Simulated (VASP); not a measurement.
# BaS in VASP: settings compared

The runs below take BaS through single point, with r2SCAN, PBE.

Program: VASP 6.6.1. These are calculated values, not measurements. Logs are shortened: lines on timing, memory, paths and dates and some standing lists are left out, and cuts for length are marked.

## Step 1: The cell of the first run

Symmetry: Fm-3m, No. 225, cubic system. The conventional cell has a = 6.523 Å, b = 6.523 Å, c = 6.523 Å, α = 90.00°, β = 90.00°, γ = 90.00°. Ba (site symmetry m-3m) has 6 S at 3.26 Å within 4.3 Å. S (site symmetry m-3m) has 6 Ba at 3.26 Å within 4.3 Å.

## Step 2: Single point, r2SCAN (strain +1.5%)

Contents of POSCAR:

```
BaS
1.0
    0.0000000000      3.2612575304      3.2612575304
    3.2612575304      0.0000000000      3.2612575304
    3.2612575304      3.2612575304      0.0000000000
Ba S
1 1
Direct
    0.0000000000      0.0000000000      0.0000000000
    0.5000000000      0.5000000000      0.5000000000
```

Contents of INCAR.step1:

```
PREC = Accurate
ENCUT = 520
ISMEAR = 0
SIGMA = 0.01
LREAL = False
LASPH = True
NELM = 100
NBANDS = 15
GGA = PE
ALGO = Normal
EDIFF = 1E-4
LWAVE = True
LCHARG = False
```

Contents of INCAR.step2:

```
PREC = Accurate
ENCUT = 520
EDIFF = 1E-7
ISMEAR = 0
SIGMA = 0.01
LREAL = False
LASPH = True
NELM = 100
ALGO = Normal
ISIF = 2
LWAVE = False
LCHARG = False
METAGGA = R2SCAN
LMIXTAU = True
NBANDS = 15
ISTART = 1
```

Contents of KPOINTS:

```
Automatic mesh
0
Gamma
  8 8 8
```

Potentials or basis: VASP PAW PBE potentials, release 64 (Ba_sv, S).

The run is started by

```sh
> cat potpaw_PBE.64/Ba_sv/POTCAR potpaw_PBE.64/S/POTCAR > POTCAR
> cp INCAR.step1 INCAR
> mpirun -np 1 vasp_std > vasp.out
> cp INCAR.step2 INCAR
> mpirun -np 1 vasp_std > vasp.out
```

OUTCAR:

```text
PREC = Accurate
   ENCUT = 520
   EDIFF = 1E-7
   ISMEAR = 0
   LREAL = False
   LASPH = True
   NELM = 100
   ISIF = 2
   METAGGA = R2SCAN
   ISTART = 1

 ion  position               nearest neighbor table
   1  0.000  0.000  0.000-   2 3.26   2 3.26   2 3.26   2 3.26   2 3.26   2 3.26
   2  0.500  0.500  0.500-   1 3.26   1 3.26   1 3.26   1 3.26   1 3.26   1 3.26

  LATTYP: Found a face centered cubic cell.
 ALAT       =     6.5225150608

  Lattice vectors:

 A1 = (   0.0000000000,   3.2612575304,   3.2612575304)
 A2 = (   3.2612575304,   0.0000000000,   3.2612575304)
 A3 = (   3.2612575304,   3.2612575304,   0.0000000000)

Analysis of symmetry for initial positions (statically):
=====================================================================
 Subroutine PRICEL returns:
 Original cell was already a primitive cell.

 Routine SETGRP: Setting up the symmetry group for a
 face centered cubic supercell.

 Subroutine GETGRP returns: Found 48 space group operations
[... 9 lines left out ...]

 Routine SETGRP: Setting up the symmetry group for a
 face centered cubic supercell.

 Subroutine GETGRP returns: Found 48 space group operations
[... 11 lines left out ...]
                                     Primitive cell

  volume of cell :      69.3722

  direct lattice vectors                    reciprocal lattice vectors
     0.000000000  3.261257530  3.261257530    -0.153315093  0.153315093  0.153315093
     3.261257530  0.000000000  3.261257530     0.153315093 -0.153315093  0.153315093
     3.261257530  3.261257530  0.000000000     0.153315093  0.153315093 -0.153315093

  length of vectors
     4.612114630  4.612114630  4.612114630     0.265549530  0.265549530  0.265549530

  position of ions in fractional coordinates (direct lattice)
     0.000000000  0.000000000  0.000000000
     0.500000000  0.500000000  0.500000000

  ion indices of the primitive-cell ions
   primitive index   ion index
                 1           1
                 2           2

----------------------------------------------------------------------------------------

 KPOINTS: Automatic mesh

Automatic generation of k-mesh.
 Grid dimensions read from file:
 generate k-points for:    8    8    8

 Generating k-lattice:

  Cartesian coordinates                     Fractional coordinates (reciprocal lattice)
    -0.019164387  0.019164387  0.019164387     0.125000000  0.000000000  0.000000000
     0.019164387 -0.019164387  0.019164387     0.000000000  0.125000000  0.000000000
     0.019164387  0.019164387 -0.019164387     0.000000000  0.000000000  0.125000000

  Length of vectors
     0.033193691  0.033193691  0.033193691

  Shift w.r.t. Gamma in fractional coordinates (k-lattice)
     0.000000000  0.000000000  0.000000000

 Subroutine IBZKPT returns following result:
 ===========================================

 Found     29 irreducible k-points:

 Following reciprocal coordinates:
            Coordinates               Weight
  0.000000  0.000000  0.000000      1.000000
  0.125000  0.000000  0.000000      8.000000
  0.250000  0.000000  0.000000      8.000000
  0.375000  0.000000  0.000000      8.000000
  0.500000  0.000000  0.000000      4.000000
  0.125000  0.125000  0.000000      6.000000
[... 16 lines left out ...]
  0.500000  0.250000  0.125000     48.000000
 -0.375000  0.250000  0.125000     24.000000
 [... further k-points ...]
   k-points           NKPTS =     29   k-points in BZ     NKDIM =     29   number of bands    NBANDS=     15
   number of dos      NEDOS =    301   number of ions     NIONS =      2
   total plane-waves  NPLWV =  46656
   dimension x,y,z NGX =    36 NGY =   36 NGZ =   36
   dimension x,y,z NGXF=    72 NGYF=   72 NGZF=   72
   ions per type =               1   1
   NGX,Y,Z   is equivalent  to a cutoff of  12.98, 12.98, 12.98 a.u.
   NGXF,Y,Z  is equivalent  to a cutoff of  25.95, 25.95, 25.95 a.u.
 SYSTEM =  unknown system
   PREC   = accura    normal or accurate (medium, high low for compatibility)
   ISTART =      1    job   : 0-new  1-cont  2-samecut
   ICHARG =      0    charge: 1-file 2-atom 10-const
   ISPIN  =      1    spin polarized calculation?
   LNONCOLLINEAR =      F non collinear calculations
   LSORBIT =      F    spin-orbit coupling
   LASPH  =      T    aspherical Exc in radial PAW
   ENCUT  =  520.0 eV  38.22 Ry    6.18 a.u.   8.58  8.58  8.58*2*pi/ulx,y,z
   NELM   =    100;   NELMIN=  2; NELMDL=  0     # of ELM steps
   EDIFF  = 0.1E-06   stopping-criterion for ELM
   LREAL  =      F    real-space projection
   EDIFFG = 0.1E-05   stopping-criterion for IOM
   NSW    =      0    number of steps for IOM
   IBRION =     -1    ionic relax: 0-MD 1-quasi-New 2-CG
   NFREE  =      0    steps in history (QN), initial steepest desc. (CG)
   ISIF   =      2    stress and relaxation
   ISYM   =      2    0-nonsym 1-usesym 2-fastsym
   POTIM  = 0.5000    time-step for ionic-motion
   TEBEG  =    0.0;   TEEND  =   0.0 temperature during run
   PSTRESS=    0.0 pullay stress
   NELECT =      16.0000    total number of electrons
   NUPDOWN=      -1.0000    fix difference up-down
   EMIN   =  10.00;   EMAX   =-10.00  energy-range for DOS
   EFERMI =   0.00;   METHOD = LEGACY
   ISMEAR =     0;   SIGMA  =   0.01  broadening in eV -4-tet -1-fermi 0-gaus
   EFERMI_NEDOS =   21; number of points for ismear=-14 and -15
   IALGO  =     38    algorithm
   IMIX   =      4    mixing-type and parameters
     AMIX     =   0.40;   BMIX     =  1.00
     AMIX_MAG =   1.60;   BMIX_MAG =  1.00
  volume/ion in A,a.u.               =      34.69       234.07
  Fermi-wavevector in a.u.,A,eV,Ry     =   1.003968  1.897224 13.714007  1.007951
  Thomas-Fermi vector in A             =   2.136553
   LORBIT       =      0    0 simple, 1 ext, 2 COOP (PROOUT), +10 PAW based schemes
   METAGGA = R2SCAN    functional components
   LHFCALC =     F    Hartree Fock is set to
   AEXX    =    0.0000 exact exchange contribution
   IVDW    =     0    specifies the selected vdW correction
   LEPSILON=     F    determine dielectric tensor
   LRPA    =     F    only Hartree local field effects (RPA)
 non-spin polarized calculation
 Gauss-broadening in eV      SIGMA  =   0.01
  energy-cutoff  :      520.00
  volume of cell :       69.37
 maximum number of plane-waves:      1893
 NGX is ok and might be reduce to    36
   NGX = 17   NGY = 17   NGZ = 17

 number of electron      15.9999999 magnetization

 Free energy of the ion-electron system (eV)
  ---------------------------------------------------
  ext. energy  EPLUGINS =         0.00000000
  ---------------------------------------------------
  free energy    TOTEN  =       -39.19747592 eV

  energy without entropy =      -39.19747592  energy(sigma->0) =      -39.19747592

 E-fermi :   0.9609     XC(G=0):  -8.8051

 val. band max:        0.9059680233   @ k =   0.0000   0.0000   0.0000
 cond. band min:       3.4640495764   @ k =   0.5000   0.5000   0.0000
 fundamental gap:      2.5580815531
 Fermi energy:         0.9609007577

 k-point     1 :       0.0000    0.0000    0.0000
  band No.  band energies     occupation
      1     -26.1167      2.00000
      2     -10.7550      2.00000
      3     -10.7550      2.00000
      4     -10.7550      2.00000
      5      -9.7969      2.00000
      6       0.9060      2.00000
      7       0.9060      2.00000
      8       0.9060      2.00000
      9       4.8079      0.00000
     10       5.1959      0.00000
     11       5.1959      0.00000
     12       5.1959      0.00000
     13       6.1715      0.00000
     14       6.1715      0.00000
     15       9.9712      0.00000

 k-point     2 :       0.1250    0.0000    0.0000
  band No.  band energies     occupation
      1     -26.1117      2.00000
      2     -10.9849      2.00000
      3     -10.7595      2.00000
      4     -10.7595      2.00000
      5      -9.5524      2.00000
      6       0.5407      2.00000
      7       0.7261      2.00000
      8       0.7261      2.00000
      9       5.1576      0.00000
     10       5.3977      0.00000
     11       5.4204      0.00000
     12       5.4204      0.00000
     13       6.5885      0.00000
     14       6.5885      0.00000
     15      10.5748      0.00000

 k-point     3 :       0.2500    0.0000    0.0000
  band No.  band energies     occupation
      1     -26.0997      2.00000
      2     -11.3479      2.00000
      3     -10.7701      2.00000
      4     -10.7701      2.00000
      5      -9.1529      2.00000
      6      -0.1406      2.00000
      7       0.3585      2.00000
      8       0.3585      2.00000
      9       5.3788      0.00000
     10       6.0484      0.00000
     11       6.0484      0.00000
     12       6.5078      0.00000
     13       7.6529      0.00000
     14       7.6529      0.00000
     15      11.7118      0.00000

 k-point     4 :       0.3750    0.0000    0.0000
  band No.  band energies     occupation
      1     -26.0876      2.00000
      2     -11.6120      2.00000
      3     -10.7806      2.00000
      4     -10.7806      2.00000
      5      -8.8498      2.00000
      6      -0.6799      2.00000
      7       0.0532      2.00000
      8       0.0532      2.00000
      9       5.9417      0.00000
     10       6.9380      0.00000
     11       6.9380      0.00000
     12       7.2526      0.00000
     13       8.9841      0.00000
     14       8.9841      0.00000
     15      11.4563      0.00000
[... 307 lines left out ...]
 k-point    22 :       0.3750    0.2500    0.1250
  band No.  band energies     occupation
      1     -26.0910      2.00000
      2     -11.3657      2.00000
      3     -10.8602      2.00000
      4     -10.7930      2.00000
      5      -9.1408      2.00000
      6      -0.3683      2.00000
      7       0.2886      2.00000
      8       0.6194      2.00000
      9       4.6937      0.00000
     10       6.3086      0.00000
     11       6.7537      0.00000
     12       7.2731      0.00000
     13       7.4837      0.00000
     14       9.2818      0.00000
     15      11.4592      0.00000

 k-point    23 :       0.5000    0.2500    0.1250
  band No.  band energies     occupation
      1     -26.0814      2.00000
      2     -11.4759      2.00000
      3     -10.9005      2.00000
      4     -10.8181      2.00000
      5      -9.0378      2.00000
      6      -0.4455      2.00000
      7       0.0792      2.00000
      8       0.3933      2.00000
      9       5.1561      0.00000
     10       6.7971      0.00000
     11       7.3742      0.00000
     12       7.5428      0.00000
     13       8.6644      0.00000
     14       9.8763      0.00000
     15      10.5999      0.00000

 k-point    24 :      -0.3750    0.2500    0.1250
  band No.  band energies     occupation
      1     -26.0774      2.00000
      2     -11.5194      2.00000
      3     -10.9077      2.00000
      4     -10.8371      2.00000
      5      -8.9989      2.00000
      6      -0.4677      2.00000
      7       0.1162      2.00000
      8       0.1681      2.00000
      9       5.9337      0.00000
     10       6.1017      0.00000
     11       7.8401      0.00000
     12       8.0563      0.00000
     13       9.0767      0.00000
     14       9.9064      0.00000
     15      10.6053      0.00000

 [... further k-points ...]
[... 5 lines left out ...]
  --------------------------------------------------------------------------------------
  -------------------------------------------------------------------------------------
  Total       -0.5854079     -0.5854079     -0.5854079      0.0000000      0.0000000      0.0000000
  in kB      -13.5202246    -13.5202246    -13.5202246      0.0000000      0.0000000      0.0000000
  external PRESSURE =     -13.5202246 kB  Pullay stress =       0.0000000 kB

 VOLUME and BASIS-vectors are now :
 -----------------------------------------------------------------------------
  energy-cutoff  :      520.00
  volume of cell :       69.37
      direct lattice vectors                 reciprocal lattice vectors
     0.000000000  3.261257530  3.261257530    -0.153315093  0.153315093  0.153315093
     3.261257530  0.000000000  3.261257530     0.153315093 -0.153315093  0.153315093
     3.261257530  3.261257530  0.000000000     0.153315093  0.153315093 -0.153315093

 POSITION                                       TOTAL-FORCE (eV/Angst)
 -----------------------------------------------------------------------------------
      0.00000      0.00000      0.00000         0.000000      0.000000      0.000000
      3.26126      3.26126      3.26126        -0.000000     -0.000000     -0.000000
 -----------------------------------------------------------------------------------
    total drift:                                0.000000      0.000000      0.000000

  FREE ENERGIE OF THE ION-ELECTRON SYSTEM (eV)
  ---------------------------------------------------
  free  energy   TOTEN  =       -39.1974759159 eV

  energy  without entropy=      -39.1974759159  energy(sigma->0) =      -39.19747592
```

Run time: 53 s. Hardware: 1 thread of Intel Xeon 6975P-C (Granite Rapids), shared host; peak memory 0.22 GiB.

What came out:

```
Free energy            : -39.1975 eV
Pressure               : -1.4 GPa
Band gap on the k mesh : 2.56 eV, indirect (least direct gap 2.72 eV)
```

Levels at points of the mesh, in eV from the valence-band top:
| k point | band 5 | band 6 | band 7 | band 8 | band 9 | band 10 | band 11 | band 12 |
| --- | --- | --- | --- | --- | --- | --- | --- | --- |
| (0.00, 0.00, 0.00) | -10.70 | 0.00 | 0.00 | 0.00 | 3.90 | 4.29 | 4.29 | 4.29 |
| (0.50, 0.00, 0.00) | -9.64 | -1.78 | -0.97 | -0.97 | 5.81 | 5.93 | 6.61 | 6.61 |
| (0.50, 0.50, 0.00) | -10.61 | -0.59 | -0.16 | -0.16 | 2.56 | 6.34 | 6.36 | 7.70 |

Caveat: the cell differs from its parent crystal (strain +1.5%); the PAW data sets were made with another functional, which shifts forces and pressure a little; spin-orbit coupling is left out, which moves the levels of the heavy elements. A k mesh can miss the band edges.

(Continued in part 2 of 2.)
